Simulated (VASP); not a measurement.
# Zr2PdS3 (P6/mmm) in VASP: single point with PBE

Aim: the single point of Zr2PdS3 with PBE.

All numbers are computed with VASP 6.6.1; they aren't measurements. Logs are shortened: lines on timing, memory, paths and dates and some standing lists are left out, and cuts for length are marked.

## 1. The cell of the first run

It takes space group P6/mmm (No. 191, hexagonal). The conventional cell has a = 4.815 Å, b = 4.815 Å, c = 6.734 Å, α = 90.00°, β = 90.00°, γ = 120.00°. Zr (site symmetry 6mm) has 1 Pd at 2.11 Å and 1 Zr at 2.51 Å and 6 S at 2.71 Å within 2.8 Å. Within 2.8 Å of Pd (site symmetry 6/mmm) lie 2 Zr at 2.11 Å. S (site symmetry mmm) has 4 S at 2.41 Å and 4 Zr at 2.71 Å within 3.2 Å.

## 2. Single point, PBE, collinear spin, ferromagnetic start

INCAR

```
PREC     = Accurate       # precision mode
ENCUT    = 500            # plane-wave cutoff, eV
EDIFF    = 1E-6           # SCF threshold, eV
ISMEAR   = 0              # smearing method
SIGMA    = 0.1            # smearing width, eV
LREAL    = False          # projectors in reciprocal space
LASPH    = True           # aspherical terms in the spheres
NELM     = 200            # most SCF steps
ALGO     = Normal         # electronic algorithm
ISIF     = 2              # what is computed and relaxed
LWAVE    = False          # write WAVECAR
LCHARG   = False          # write CHGCAR
ISPIN    = 2              # spin polarisation
MAGMOM   = 0 0 1 0 0 0    # initial moments
LORBIT   = 11             # projections on sites
LMAXMIX  = 4              # l up to which the mixer works
GGA      = PE             # functional
NBANDS   = 39             # bands
GGA_COMPAT= False
```

KPOINTS

```
regular mesh
0
Gamma
  6 6 4
```

POSCAR

```
Zr2PdS3
1.0
    4.8152631300      0.0000000000      0.0000000000
   -2.4076315600      4.1701402000      0.0000000000
    0.0000000000      0.0000000000      6.7335818100
Zr Pd S
2 1 3
Direct
    0.0000000000      0.0000000000      0.3138402300
    0.0000000000      0.0000000000      0.6861597700
    0.0000000000      0.0000000000      0.0000000000
    0.5000000000      0.0000000000      0.5000000000
    0.0000000000      0.5000000000      0.5000000000
    0.5000000000      0.5000000000      0.5000000000
```

Potentials or basis: VASP PAW PBE potentials, release 64 (Zr_sv, Pd, S).

Command:

```sh
$ cat potpaw_PBE.64/Zr_sv/POTCAR potpaw_PBE.64/Pd/POTCAR potpaw_PBE.64/S/POTCAR > POTCAR
$ mpirun -np 1 vasp_std > vasp.out
```

OUTCAR:

```text
PREC = Accurate
   ENCUT = 500
   EDIFF = 1E-6
   ISMEAR = 0
   LREAL = False
   LASPH = True
   NELM = 200
   ISIF = 2
   ISPIN = 2
   LORBIT = 11
   GGA = PE

 ion  position               nearest neighbor table
   1  0.000  0.000  0.314-   3 2.11   2 2.51   4 2.71   4 2.71   5 2.71   5 2.71   6 2.71   6 2.71

   2  0.000  0.000  0.686-   3 2.11   1 2.51   4 2.71   4 2.71   5 2.71   5 2.71   6 2.71   6 2.71

   3  0.000  0.000  0.000-   1 2.11   2 2.11
   4  0.500  0.000  0.500-   6 2.41   6 2.41   5 2.41   5 2.41   1 2.71   1 2.71   2 2.71   2 2.71

   5  0.000  0.500  0.500-   6 2.41   6 2.41   4 2.41   4 2.41   1 2.71   2 2.71   1 2.71   2 2.71

   6  0.500  0.500  0.500-   5 2.41   5 2.41   4 2.41   4 2.41   1 2.71   2 2.71   1 2.71   2 2.71

  LATTYP: Found a hexagonal cell.
 ALAT       =     4.8152631300
 C/A-ratio  =     1.3983829395

  Lattice vectors:

 A1 = (   4.8152631300,   0.0000000000,   0.0000000000)
 A2 = (  -2.4076315600,   4.1701402000,   0.0000000000)
 A3 = (   0.0000000000,   0.0000000000,   6.7335818100)

Analysis of symmetry for initial positions (statically):
=====================================================================
 Subroutine PRICEL returns:
 Original cell was already a primitive cell.

 Routine SETGRP: Setting up the symmetry group for a
 hexagonal supercell.

 Subroutine GETGRP returns: Found 24 space group operations
 (whereof 24 operations were pure point group operations)
 out of a pool of 24 trial point group operations.

The static configuration has the point symmetry D_6h.

Analysis of symmetry for dynamics (positions and initial velocities):
=====================================================================
 Subroutine PRICEL returns:
 Original cell was already a primitive cell.

 Routine SETGRP: Setting up the symmetry group for a
 hexagonal supercell.

 Subroutine GETGRP returns: Found 24 space group operations
 (whereof 24 operations were pure point group operations)
 out of a pool of 24 trial point group operations.

The dynamic configuration has the point symmetry D_6h.

Analysis of structural, dynamic, and magnetic symmetry:
=====================================================================
 Subroutine PRICEL returns:
 Original cell was already a primitive cell.

 Routine SETGRP: Setting up the symmetry group for a
 hexagonal supercell.

 Subroutine GETGRP returns: Found 24 space group operations
 (whereof 24 operations were pure point group operations)
 out of a pool of 24 trial point group operations.

The overall configuration has the point symmetry D_6h.

 Subroutine INISYM returns: Found 24 space group operations
 (whereof 24 operations are pure point group operations),
 and found     1 'primitive' translations

----------------------------------------------------------------------------------------

                                     Primitive cell

  volume of cell :     135.2125

  direct lattice vectors                    reciprocal lattice vectors
     4.815263130  0.000000000  0.000000000     0.207672971  0.119900045  0.000000000
    -2.407631560  4.170140200  0.000000000     0.000000000  0.239800091  0.000000000
     0.000000000  0.000000000  6.733581810     0.000000000  0.000000000  0.148509371

  length of vectors
     4.815263130  4.815263131  6.733581810     0.239800091  0.239800091  0.148509371

  position of ions in fractional coordinates (direct lattice)
     0.000000000  0.000000000  0.313840230
     0.000000000  0.000000000  0.686159770
     0.000000000  0.000000000  0.000000000
     0.500000000  0.000000000  0.500000000
     0.000000000  0.500000000  0.500000000
     0.500000000  0.500000000  0.500000000

  ion indices of the primitive-cell ions
   primitive index   ion index
                 1           1
                 2           2
                 3           3
                 4           4
                 5           5
                 6           6

----------------------------------------------------------------------------------------

 KPOINTS: regular mesh

Automatic generation of k-mesh.
 Grid dimensions read from file:
 generate k-points for:    6    6    4

 Generating k-lattice:

  Cartesian coordinates                     Fractional coordinates (reciprocal lattice)
     0.034612162  0.019983341  0.000000000     0.166666667  0.000000000  0.000000000
     0.000000000  0.039966682  0.000000000     0.000000000  0.166666667  0.000000000
     0.000000000  0.000000000  0.037127343     0.000000000  0.000000000  0.250000000

  Length of vectors
     0.039966682  0.039966682  0.037127343

  Shift w.r.t. Gamma in fractional coordinates (k-lattice)
     0.000000000  0.000000000  0.000000000

 Subroutine IBZKPT returns following result:
 ===========================================

 Found     21 irreducible k-points:

 Following reciprocal coordinates:
            Coordinates               Weight
  0.000000  0.000000  0.000000      1.000000
  0.166667 -0.000000  0.000000      6.000000
  0.333333 -0.000000  0.000000      6.000000
  0.500000 -0.000000  0.000000      3.000000
  0.166667  0.166667  0.000000      6.000000
  0.333333  0.166667  0.000000     12.000000
[... 13 lines left out ...]
  0.333333  0.166667  0.500000     12.000000
  0.333333  0.333333  0.500000      2.000000
   k-points           NKPTS =     21   k-points in BZ     NKDIM =     21   number of bands    NBANDS=     39
   number of dos      NEDOS =    301   number of ions     NIONS =      6
   total plane-waves  NPLWV =  64800
   dimension x,y,z NGX =    36 NGY =   36 NGZ =   50
   dimension x,y,z NGXF=    72 NGYF=   72 NGZF=  100
   ions per type =               2   1   3
   NGX,Y,Z   is equivalent  to a cutoff of  12.43, 12.43, 12.34 a.u.
   NGXF,Y,Z  is equivalent  to a cutoff of  24.86, 24.86, 24.69 a.u.
 SYSTEM =  unknown system
   PREC   = accura    normal or accurate (medium, high low for compatibility)
   ISTART =      0    job   : 0-new  1-cont  2-samecut
   ICHARG =      2    charge: 1-file 2-atom 10-const
   ISPIN  =      2    spin polarized calculation?
   LNONCOLLINEAR =      F non collinear calculations
   LSORBIT =      F    spin-orbit coupling
   LASPH  =      T    aspherical Exc in radial PAW
   ENCUT  =  500.0 eV  36.75 Ry    6.06 a.u.   8.78  8.78 12.28*2*pi/ulx,y,z
   NELM   =    200;   NELMIN=  2; NELMDL= -5     # of ELM steps
   EDIFF  = 0.1E-05   stopping-criterion for ELM
   LREAL  =      F    real-space projection
   EDIFFG = 0.1E-04   stopping-criterion for IOM
   NSW    =      0    number of steps for IOM
   IBRION =     -1    ionic relax: 0-MD 1-quasi-New 2-CG
   NFREE  =      0    steps in history (QN), initial steepest desc. (CG)
   ISIF   =      2    stress and relaxation
   ISYM   =      2    0-nonsym 1-usesym 2-fastsym
   POTIM  = 0.5000    time-step for ionic-motion
   TEBEG  =    0.0;   TEEND  =   0.0 temperature during run
   PSTRESS=    0.0 pullay stress
   NELECT =      52.0000    total number of electrons
   NUPDOWN=      -1.0000    fix difference up-down
   EMIN   =  10.00;   EMAX   =-10.00  energy-range for DOS
   EFERMI =   0.00;   METHOD = LEGACY
   ISMEAR =     0;   SIGMA  =   0.10  broadening in eV -4-tet -1-fermi 0-gaus
   EFERMI_NEDOS =   21; number of points for ismear=-14 and -15
   IALGO  =     38    algorithm
   IMIX   =      4    mixing-type and parameters
     AMIX     =   0.40;   BMIX     =  1.00
     AMIX_MAG =   1.60;   BMIX_MAG =  1.00
  volume/ion in A,a.u.               =      22.54       152.08
  Fermi-wavevector in a.u.,A,eV,Ry     =   1.190521  2.249758 19.284080  1.417340
  Thomas-Fermi vector in A             =   2.326604
   LORBIT       =     11    0 simple, 1 ext, 2 COOP (PROOUT), +10 PAW based schemes
   GGA     = PE    functional components
   LHFCALC =     F    Hartree Fock is set to
   AEXX    =    0.0000 exact exchange contribution
   IVDW    =     0    specifies the selected vdW correction
   LEPSILON=     F    determine dielectric tensor
   LRPA    =     F    only Hartree local field effects (RPA)
 spin polarized calculation
 Gauss-broadening in eV      SIGMA  =   0.10
  energy-cutoff  :      500.00
  volume of cell :      135.21
 maximum number of plane-waves:      3463
 NGX is ok and might be reduce to    36
   NGX = 17   NGY = 17   NGZ = 25

 number of electron      52.0000004 magnetization      -0.0007151

 number of electron      52.0000004 magnetization       0.0000873

 Free energy of the ion-electron system (eV)
  ---------------------------------------------------
  ext. energy  EPLUGINS =         0.00000000
  ---------------------------------------------------
  free energy    TOTEN  =       -29.77653174 eV

  energy without entropy =      -29.75974392  energy(sigma->0) =      -29.76813783

 E-fermi :   6.6582     XC(G=0):  -9.5773

 val. band max:        6.6487356033   @ k =   0.1667   0.1667   0.2500
 cond. band min:       6.7259668081   @ k =   0.1667   0.1667   0.5000
 fundamental gap:      0.0772312048
 Fermi energy:         6.6582277878

 spin component 1

 k-point     1 :       0.0000    0.0000    0.0000
  band No.  band energies     occupation
      1     -43.2288      1.00000
      2     -42.8746      1.00000
      3     -22.5014      1.00000
      4     -21.3328      1.00000
      5     -21.3328      1.00000
      6     -21.0537      1.00000
[... 30 lines left out ...]
     37      10.7513      0.00000
     38      10.7513      0.00000

 k-point     2 :       0.1667   -0.0000    0.0000
  band No.  band energies     occupation
      1     -43.2287      1.00000
      2     -42.8746      1.00000
      3     -22.4991      1.00000
      4     -21.3432      1.00000
      5     -21.3355      1.00000
      6     -21.0569      1.00000
[... 771 lines left out ...]
 k-point    21 :       0.3333    0.3333    0.5000
  band No.  band energies     occupation
      1     -43.1769      1.00000
      2     -42.9294      1.00000
      3     -22.1591      1.00000
      4     -21.3785      1.00000
      5     -21.3785      1.00000
      6     -21.0448      1.00000
[... 30 lines left out ...]
     37      10.6522      0.00000
     38      12.0032      0.00000
 Fermi energy:         6.6582277878

 spin component 2

 k-point     1 :       0.0000    0.0000    0.0000
  band No.  band energies     occupation
      1     -43.2288      1.00000
      2     -42.8746      1.00000
      3     -22.5014      1.00000
      4     -21.3328      1.00000
      5     -21.3328      1.00000
      6     -21.0536      1.00000
[... 30 lines left out ...]
     37      10.7513      0.00000
     38      10.7513      0.00000

 k-point     2 :       0.1667   -0.0000    0.0000
  band No.  band energies     occupation
      1     -43.2287      1.00000
      2     -42.8745      1.00000
      3     -22.4991      1.00000
      4     -21.3432      1.00000
      5     -21.3354      1.00000
      6     -21.0569      1.00000
[... 771 lines left out ...]
 k-point    21 :       0.3333    0.3333    0.5000
  band No.  band energies     occupation
      1     -43.1768      1.00000
      2     -42.9294      1.00000
      3     -22.1591      1.00000
      4     -21.3785      1.00000
      5     -21.3785      1.00000
      6     -21.0447      1.00000
[... 30 lines left out ...]
     37      10.6522      0.00000
     38      12.0032      0.00000
 [bands above 38 left out]

------------------------ aborting loop because EDIFF is reached ----------------------------------------

  FORCE on cell =-STRESS in cart. coord.  units (eV):
  Direction    XX          YY          ZZ          XY          YZ          ZX
  --------------------------------------------------------------------------------------
  -------------------------------------------------------------------------------------
  Total       11.3040954     11.3040954     34.9186449      0.0000000     -0.0000000      0.0000000
  in kB      133.9459464    133.9459466    413.7625141      0.0000002     -0.0000000      0.0000000
  external PRESSURE =     227.2181357 kB  Pullay stress =       0.0000000 kB

 VOLUME and BASIS-vectors are now :
 -----------------------------------------------------------------------------
  energy-cutoff  :      500.00
  volume of cell :      135.21
      direct lattice vectors                 reciprocal lattice vectors
     4.815263130  0.000000000  0.000000000     0.207672971  0.119900045  0.000000000
    -2.407631560  4.170140200  0.000000000     0.000000000  0.239800091  0.000000000
     0.000000000  0.000000000  6.733581810     0.000000000  0.000000000  0.148509371

 POSITION                                       TOTAL-FORCE (eV/Angst)
 -----------------------------------------------------------------------------------
      0.00000      0.00000      2.11327         0.000000      0.000000      5.110884
      0.00000      0.00000      4.62031         0.000000     -0.000000     -5.110884
      0.00000      0.00000      0.00000        -0.000000      0.000000      0.000000
      2.40763      0.00000      3.36679        -0.000000      0.000000      0.000000
     -1.20382      2.08507      3.36679        -0.000000      0.000000      0.000000
      1.20382      2.08507      3.36679        -0.000000      0.000000      0.000000
 -----------------------------------------------------------------------------------
    total drift:                               -0.000000     -0.000000      0.000000

  FREE ENERGIE OF THE ION-ELECTRON SYSTEM (eV)
  ---------------------------------------------------
  free  energy   TOTEN  =       -29.7765317366 eV

  energy  without entropy=      -29.7597439248  energy(sigma->0) =      -29.76813783

 total charge

# of ion       s       p       d       tot
------------------------------------------
    1        2.184   5.963   2.064  10.211
    2        2.184   5.963   2.064  10.211
    3        0.823   0.408   8.829  10.060
    4        1.391   2.295   0.000   3.686
    5        1.391   2.295   0.000   3.686
    6        1.391   2.295   0.000   3.686
--------------------------------------------------
tot          9.364  19.219  12.956  41.539

 magnetization (x)

# of ion       s       p       d       tot
------------------------------------------
    1        0.000  -0.000   0.000   0.000
    2        0.000  -0.000   0.000   0.000
    3       -0.000   0.000   0.000   0.000
    4        0.000   0.000   0.000   0.000
    5        0.000   0.000   0.000   0.000
    6        0.000   0.000   0.000   0.000
--------------------------------------------------
tot          0.000   0.000   0.000   0.000
```

It used 390 s of CPU time on 1 thread of AMD EPYC 7R13 Processor (Zen 3), with other jobs on the host.

Results:

* Free energy: -29.7765 eV
* Pressure: 22.7 GPa
* Largest force: 5.111 eV/Å
* Band gap on the k mesh: zero (filled and empty bands overlap)
* Net moment: 0.00 μB per cell
* Valence electrons inside the program's atomic spheres: Zr 10.21; Pd 10.06; S 3.69

Forces on the atoms (eV/Å):
```
Zr   0.000  0.000  5.111
Zr   0.000  0.000 -5.111
Pd   0.000  0.000  0.000
S    0.000  0.000  0.000
S    0.000  0.000  0.000
S    0.000  0.000  0.000
```

Levels at points of the mesh, in eV from the Fermi level:
Spin up:
| k point | band 24 | band 25 | band 26 | band 27 | band 28 | band 29 |
| --- | --- | --- | --- | --- | --- | --- |
| (0.00, 0.00, 0.00) | 0.26 | 0.26 | 0.95 | 1.33 | 1.59 | 1.59 |
| (0.50, 0.00, 0.00) | -2.56 | -1.88 | -1.25 | 0.33 | 0.51 | 0.62 |
| (0.00, 0.00, 0.50) | -1.37 | 0.50 | 1.14 | 1.14 | 1.33 | 1.40 |
| (0.50, 0.00, 0.50) | -2.58 | -0.97 | -0.59 | -0.13 | 0.30 | 0.81 |
Spin down:
| k point | band 22 | band 23 | band 24 | band 25 | band 26 | band 27 | band 28 | band 29 | band 30 | band 31 |
| --- | --- | --- | --- | --- | --- | --- | --- | --- | --- | --- |
| (0.00, 0.00, 0.00) | -3.39 | -2.65 | 0.26 | 0.26 | 0.95 | 1.33 | 1.59 | 1.59 | 2.48 | 3.58 |
| (0.50, 0.00, 0.00) | -3.23 | -3.22 | -2.56 | -1.88 | -1.25 | 0.33 | 0.51 | 0.62 | 1.57 | 2.28 |
| (0.00, 0.00, 0.50) | -2.93 | -1.57 | -1.37 | 0.50 | 1.15 | 1.15 | 1.33 | 1.40 | 1.40 | 2.18 |
| (0.50, 0.00, 0.50) | -3.30 | -3.26 | -2.58 | -0.97 | -0.59 | -0.13 | 0.30 | 0.81 | 0.82 | 0.92 |

Caveat: forces of over 1 eV/Å act on the atoms, so gaps and moduli don't describe the material at rest.
